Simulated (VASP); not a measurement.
# SnO2 (Cm) in VASP: notebook

The runs below take SnO2 through single point, with PBE+D3(BJ).

All numbers are computed with VASP 6.6.1; they aren't measurements. Logs are shortened: lines on timing, memory, paths and dates and some standing lists are left out, and cuts for length are marked.

### 1 The cell of the first run

It takes space group Cm (No. 8, monoclinic). Conventional cell: a = 5.607 Å, b = 3.237 Å, c = 4.680 Å, α = 90.00°, β = 113.54°, γ = 90.00°. Sn (site symmetry m) has 6 O at 2.00 to 2.18 Å within 2.6 Å. O (site symmetry m) has 3 Sn at 2.11 to 2.12 Å and 4 O at 2.68 to 2.89 Å within 2.9 Å. O (site symmetry m) has 3 Sn at 2.00 to 2.18 Å and 2 O at 2.68 Å within 2.7 Å.

### 2 Single point, PBE+D3(BJ) (atoms displaced along several vibrational modes)

INCAR

```
SYSTEM = SnO2
  ALGO = Normal
  EDIFF = 1E-6
  ENCUT = 520
  GGA = PE
  ISIF = 2
  ISMEAR = 0
  IVDW = 12
  LASPH = .TRUE.
  LCHARG = .FALSE.
  LREAL = .FALSE.
  LWAVE = .FALSE.
  NBANDS = 64
  NELM = 100
  PREC = Accurate
  SIGMA = 0.05
```

KPOINTS

```
k-points
0
G
  6 6 6
  0 0 0
```

POSCAR

```
SnO2
1.0
    3.2373377712      1.8690778337      4.2908446647
   -3.2373377712      1.8690778337      4.2908446647
    0.0000000000     -3.7381556673      4.2908446647
Sn O
4 8
Direct
    0.8623667887      0.8659849926      0.8659849925
    0.3623995324      0.3659847263      0.8659900819
    0.3623995324      0.8659900820      0.3659847261
    0.8623784943      0.3659910469      0.3659910468
    0.1177825831      0.6228498138      0.6228498254
    0.6177912658      0.1228967691      0.6228600071
    0.6177912658      0.6228599955      0.1228967807
    0.6295843539      0.5978138474      0.5978138371
    0.1177908631      0.1228848918      0.1228849034
    0.1296160951      0.0977680051      0.5978009850
    0.1296160951      0.5978009953      0.0977679948
    0.6295874002      0.0977916968      0.0977916864
```

Potentials or basis: VASP PAW PBE potentials, release 64 (Sn_d, O).

The run is started by

```bash
$ cat potpaw_PBE.64/Sn_d/POTCAR potpaw_PBE.64/O/POTCAR > POTCAR
$ mpirun -np 1 vasp_std > vasp.out
```

OUTCAR:

```text
SYSTEM = SnO2
   EDIFF = 1E-6
   ENCUT = 520
   GGA = PE
   ISIF = 2
   ISMEAR = 0
   IVDW = 12
   LASPH = .TRUE.
   LREAL = .FALSE.
   NELM = 100
   PREC = Accurate
 IVDW          = 12

 ion  position               nearest neighbor table
   1  0.862  0.866  0.866-  12 2.00   5 2.11   6 2.12   7 2.12  11 2.18  10 2.18   3 3.24   2 3.24
                             4 3.24   4 3.24   2 3.24   3 3.24
   2  0.362  0.366  0.866-  11 2.00   6 2.11   9 2.12   5 2.12  12 2.18   8 2.18   1 3.24   4 3.24
                             3 3.24   3 3.24   4 3.24   1 3.24
   3  0.362  0.866  0.366-  10 2.00   7 2.11   9 2.12   5 2.12  12 2.18   8 2.18   1 3.24   4 3.24
                             2 3.24   2 3.24   4 3.24   1 3.24
   4  0.862  0.366  0.366-   8 2.00   9 2.11   7 2.12   6 2.12  10 2.18  11 2.18   3 3.24   2 3.24
                             1 3.24   1 3.24   3 3.24   2 3.24
   5  0.118  0.623  0.623-   1 2.11   2 2.12   3 2.12
   6  0.618  0.123  0.623-   2 2.11   4 2.12   1 2.12
   7  0.618  0.623  0.123-   3 2.11   4 2.12   1 2.12
   8  0.630  0.598  0.598-   4 2.00   3 2.18   2 2.18
   9  0.118  0.123  0.123-   4 2.11   3 2.12   2 2.12
  10  0.130  0.098  0.598-   3 2.00   1 2.18   4 2.18
  11  0.130  0.598  0.098-   2 2.00   1 2.18   4 2.18
  12  0.630  0.098  0.098-   1 2.00   2 2.18   3 2.18

  LATTYP: Found a trigonal (rhomboedric) cell.
 ALAT       =     5.6907957027
 COS(alpha) =     0.3527679204

  Lattice vectors:

 A1 = (   3.2373377712,   1.8690778337,   4.2908446647)
 A2 = (  -3.2373377712,   1.8690778337,   4.2908446647)
 A3 = (   0.0000000000,  -3.7381556673,   4.2908446647)

Analysis of symmetry for initial positions (statically):
=====================================================================
 Subroutine PRICEL returns:
 Original cell was already a primitive cell.

 Routine SETGRP: Setting up the symmetry group for a
 trigonal (rhombohedral) supercell.

 Subroutine GETGRP returns: Found  2 space group operations
 (whereof  2 operations were pure point group operations)
 out of a pool of 12 trial point group operations.

The static configuration has the point symmetry C_1h.

Analysis of symmetry for dynamics (positions and initial velocities):
=====================================================================
 Subroutine PRICEL returns:
 Original cell was already a primitive cell.

 Routine SETGRP: Setting up the symmetry group for a
 trigonal (rhombohedral) supercell.

 Subroutine GETGRP returns: Found  2 space group operations
 (whereof  2 operations were pure point group operations)
 out of a pool of 12 trial point group operations.

The dynamic configuration has the point symmetry C_1h.

 Subroutine INISYM returns: Found  2 space group operations
 (whereof  2 operations are pure point group operations),
 and found     1 'primitive' translations

----------------------------------------------------------------------------------------

                                     Primitive cell

  volume of cell :     155.7792

  direct lattice vectors                    reciprocal lattice vectors
     3.237337771  1.869077834  4.290844665     0.154447894  0.089170533  0.077684782
    -3.237337771  1.869077834  4.290844665    -0.154447894  0.089170533  0.077684782
     0.000000000 -3.738155667  4.290844665     0.000000000 -0.178341066  0.077684782

  length of vectors
     5.690795703  5.690795703  5.690795703     0.194526248  0.194526248  0.194526248

  position of ions in fractional coordinates (direct lattice)
     0.862366789  0.865984993  0.865984993
     0.362399532  0.365984726  0.865990082
     0.362399532  0.865990082  0.365984726
     0.862378494  0.365991047  0.365991047
     0.117782583  0.622849814  0.622849825
     0.617791266  0.122896769  0.622860007
     0.617791266  0.622859996  0.122896781
     0.629584354  0.597813847  0.597813837
     0.117790863  0.122884892  0.122884903
     0.129616095  0.097768005  0.597800985
     0.129616095  0.597800995  0.097767995
     0.629587400  0.097791697  0.097791686

  ion indices of the primitive-cell ions
   primitive index   ion index
                 1           1
                 2           2
                 3           3
                 4           4
                 5           5
                 6           6
                 7           7
                 8           8
                 9           9
                10          10
                11          11
                12          12

----------------------------------------------------------------------------------------

 KPOINTS: k-points

Automatic generation of k-mesh.
 Grid dimensions read from file:
 generate k-points for:    6    6    6

 Generating k-lattice:

  Cartesian coordinates                     Fractional coordinates (reciprocal lattice)
     0.025741316  0.014861756  0.012947464     0.166666667  0.000000000  0.000000000
    -0.025741316  0.014861756  0.012947464     0.000000000  0.166666667  0.000000000
     0.000000000 -0.029723511  0.012947464     0.000000000  0.000000000  0.166666667

  Length of vectors
     0.032421041  0.032421041  0.032421041

  Shift w.r.t. Gamma in fractional coordinates (k-lattice)
     0.000000000  0.000000000  0.000000000

 Subroutine IBZKPT returns following result:
 ===========================================

 Found     68 irreducible k-points:

 Following reciprocal coordinates:
            Coordinates               Weight
  0.000000  0.000000  0.000000      1.000000
  0.166667 -0.000000  0.000000      2.000000
 -0.000000  0.166667  0.000000      4.000000
  0.333333  0.000000  0.000000      2.000000
  0.000000  0.333333  0.000000      4.000000
  0.500000  0.000000 -0.000000      1.000000
[... 16 lines left out ...]
  0.500000  0.333333  0.000000      4.000000
  0.000000  0.500000  0.333333      4.000000
 [... further k-points ...]
   k-points           NKPTS =     68   k-points in BZ     NKDIM =     68   number of bands    NBANDS=     64
   number of dos      NEDOS =    301   number of ions     NIONS =     12
   total plane-waves  NPLWV =  74088
   dimension x,y,z NGX =    42 NGY =   42 NGZ =   42
   dimension x,y,z NGXF=    84 NGYF=   84 NGZF=   84
   ions per type =               4   8
   NGX,Y,Z   is equivalent  to a cutoff of  12.27, 12.27, 12.27 a.u.
   NGXF,Y,Z  is equivalent  to a cutoff of  24.54, 24.54, 24.54 a.u.
 SYSTEM =  SnO2
   PREC   = accura    normal or accurate (medium, high low for compatibility)
   ISTART =      0    job   : 0-new  1-cont  2-samecut
   ICHARG =      2    charge: 1-file 2-atom 10-const
   ISPIN  =      1    spin polarized calculation?
   LNONCOLLINEAR =      F non collinear calculations
   LSORBIT =      F    spin-orbit coupling
   LASPH  =      T    aspherical Exc in radial PAW
   ENCUT  =  520.0 eV  38.22 Ry    6.18 a.u.  10.58 10.58 10.58*2*pi/ulx,y,z
   NELM   =    100;   NELMIN=  2; NELMDL= -5     # of ELM steps
   EDIFF  = 0.1E-05   stopping-criterion for ELM
   LREAL  =      F    real-space projection
   EDIFFG = 0.1E-04   stopping-criterion for IOM
   NSW    =      0    number of steps for IOM
   IBRION =     -1    ionic relax: 0-MD 1-quasi-New 2-CG
   NFREE  =      0    steps in history (QN), initial steepest desc. (CG)
   ISIF   =      2    stress and relaxation
   ISYM   =      2    0-nonsym 1-usesym 2-fastsym
   POTIM  = 0.5000    time-step for ionic-motion
   TEBEG  =    0.0;   TEEND  =   0.0 temperature during run
   PSTRESS=    0.0 pullay stress
   NELECT =     104.0000    total number of electrons
   NUPDOWN=      -1.0000    fix difference up-down
   EMIN   =  10.00;   EMAX   =-10.00  energy-range for DOS
   EFERMI =   0.00;   METHOD = LEGACY
   ISMEAR =     0;   SIGMA  =   0.05  broadening in eV -4-tet -1-fermi 0-gaus
   EFERMI_NEDOS =   21; number of points for ismear=-14 and -15
   IALGO  =     38    algorithm
   IMIX   =      4    mixing-type and parameters
     AMIX     =   0.40;   BMIX     =  1.00
     AMIX_MAG =   1.60;   BMIX_MAG =  1.00
  volume/ion in A,a.u.               =      12.98        87.60
  Fermi-wavevector in a.u.,A,eV,Ry     =   1.430813  2.703844 27.854188  2.047225
  Thomas-Fermi vector in A             =   2.550617
   LORBIT       =      0    0 simple, 1 ext, 2 COOP (PROOUT), +10 PAW based schemes
   GGA     = PE    functional components
   LHFCALC =     F    Hartree Fock is set to
   AEXX    =    0.0000 exact exchange contribution
   IVDW    =    12    specifies the selected vdW correction
   LEPSILON=     F    determine dielectric tensor
   LRPA    =     F    only Hartree local field effects (RPA)
 non-spin polarized calculation
 Gauss-broadening in eV      SIGMA  =   0.05
  energy-cutoff  :      520.00
  volume of cell :      155.78
 maximum number of plane-waves:      4212
   NGX = 21   NGY = 21   NGZ = 21

 number of electron     104.0000013 magnetization

 Free energy of the ion-electron system (eV)
  ---------------------------------------------------
  ext. energy  EPLUGINS =         0.00000000
  ---------------------------------------------------
  free energy    TOTEN  =       -72.27631561 eV

  energy without entropy =      -72.27631561  energy(sigma->0) =      -72.27631561

 E-fermi :   5.1361     XC(G=0): -10.7292

 val. band max:        4.8779788640   @ k =   0.0000   0.0000   0.0000
 cond. band min:       6.4151302362   @ k =   0.0000   0.0000   0.0000
 fundamental gap:      1.5371513722
 Fermi energy:         5.1361084567

 k-point     1 :       0.0000    0.0000    0.0000
  band No.  band energies     occupation
      1     -15.9860      2.00000
      2     -15.9623      2.00000
      3     -15.9619      2.00000
      4     -15.4269      2.00000
      5     -15.1867      2.00000
      6     -15.1433      2.00000
[... 1597 lines left out ...]
     63      14.3654      0.00000
     64      14.5687      0.00000

 [... further k-points ...]

------------------------ aborting loop because EDIFF is reached ----------------------------------------

 Edisp (eV)   -2.41275

 E8    (eV) :    -0.9593

  FORCE on cell =-STRESS in cart. coord.  units (eV):
  Direction    XX          YY          ZZ          XY          YZ          ZX
  --------------------------------------------------------------------------------------
  -------------------------------------------------------------------------------------
  Total       2.58159     1.40309     1.58426     1.02062    -3.24083    -5.61329
  in kB      26.55150    14.43065    16.29396    10.49697   -33.33174   -57.73228
  external pressure =       19.09 kB  Pullay stress =        0.00 kB

 VOLUME and BASIS-vectors are now :
 -----------------------------------------------------------------------------
  energy-cutoff  :      520.00
  volume of cell :      155.78
      direct lattice vectors                 reciprocal lattice vectors
     3.237337771  1.869077834  4.290844665     0.154447894  0.089170533  0.077684782
    -3.237337771  1.869077834  4.290844665    -0.154447894  0.089170533  0.077684782
     0.000000000 -3.738155667  4.290844665     0.000000000 -0.178341066  0.077684782

 POSITION                                       TOTAL-FORCE (eV/Angst)
 -----------------------------------------------------------------------------------
     -0.01171     -0.00676     11.13190         1.050389      0.606443     -0.258030
     -0.01161     -1.87580      6.84121         1.043756      0.604837     -0.259061
     -1.63029      0.92785      6.84121         1.045682      0.601500     -0.259061
      1.60697      0.92779      6.84115         1.047554      0.604806     -0.254835
     -1.63507     -0.94401      5.85049         0.272862      0.157537     -0.084496
      1.60214     -0.94394      5.85077         0.273987      0.157001     -0.087165
     -0.01641      1.85947      5.85077         0.272961      0.158779     -0.087165
      0.10285      0.05938      7.83170        -1.318061     -0.760983      0.343458
     -0.01649     -0.00952      1.55998         0.273660      0.157998     -0.087250
      0.10310     -1.80967      3.54074        -1.321887     -0.762887      0.344383
     -1.51567      0.99413      3.54074        -1.321623     -0.763344      0.344383
      1.72160      0.99397      3.54068        -1.319279     -0.761686      0.344839
 -----------------------------------------------------------------------------------
    total drift:                               -0.000310     -0.000160     -0.000652

  FREE ENERGIE OF THE ION-ELECTRON SYSTEM (eV)
  ---------------------------------------------------
  free  energy   TOTEN  =       -74.6890660178 eV

  energy  without entropy=      -74.6890660178  energy(sigma->0) =      -74.68906602
```

It took 7.7 min on 1 thread of Intel Xeon Platinum 8559C (Emerald Rapids), shared host; peak memory 0.57 GiB.

What came out:

```
Free energy                : -74.6891 eV
Pressure                   : 1.9 GPa
Largest force              : 1.565 eV/Å
Band gap on the k mesh     : 1.54 eV
Dispersion energy per atom : -0.201 eV
```

Forces on the atoms (eV/Å):
```
Sn   1.050  0.606 -0.258
Sn   1.044  0.605 -0.259
Sn   1.046  0.602 -0.259
Sn   1.048  0.605 -0.255
O    0.273  0.158 -0.084
O    0.274  0.157 -0.087
O    0.273  0.159 -0.087
O   -1.318 -0.761  0.343
O    0.274  0.158 -0.087
O   -1.322 -0.763  0.344
O   -1.322 -0.763  0.344
O   -1.319 -0.762  0.345
```

Caveat: the cell differs from its parent crystal (atoms displaced along several vibrational modes); spin-orbit coupling is left out, which moves the levels of the heavy elements; forces of over 1 eV/Å act on the atoms, so gaps and moduli don't describe the material at rest.

[end of part 1 of 2]
